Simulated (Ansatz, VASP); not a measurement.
Two plane-wave programs on Sn

```
CELL_PARAMETERS angstrom
-2.92361 2.92361 1.57551
2.92361 -2.92361 1.57551
2.92361 2.92361 -1.57551
ATOMIC_POSITIONS crystal
Sn 0.00000 0.00000 0.00000
Sn 0.75000 0.25000 0.50000
```

Alike in both runs: functional PBEsol; k mesh 16 × 16 × 16; occupations fermi-dirac, width 0.15 eV; no spin polarisation.

Ansatz relaxed the structure, and its values are those at the end. VASP's run is a single point on that final structure, the one shown.

```csv
,VASP,Ansatz
version,VASP 6.6.1,Ansatz 0.2.0
potentials or method,"VASP PAW PBE potentials, release 64 (Sn_d), cutoff 520 eV","scalar-relativistic, plane waves, PAW"
valence electrons in the cell,28,28
```

Ansatz gave:

- gap on the k mesh at the Fermi level (eV): none
- pressure (GPa): 0.0

Question: Which values does VASP return?

Answer: gap on the k mesh at the Fermi level (eV): none; pressure (GPa): -0.1.

VASP's potentials were made for PBE, not for PBEsol. A gap of «none» marks a metal or a gap that the smearing closes. With one functional, cell and mesh, what is left measures potentials, basis and numerics.
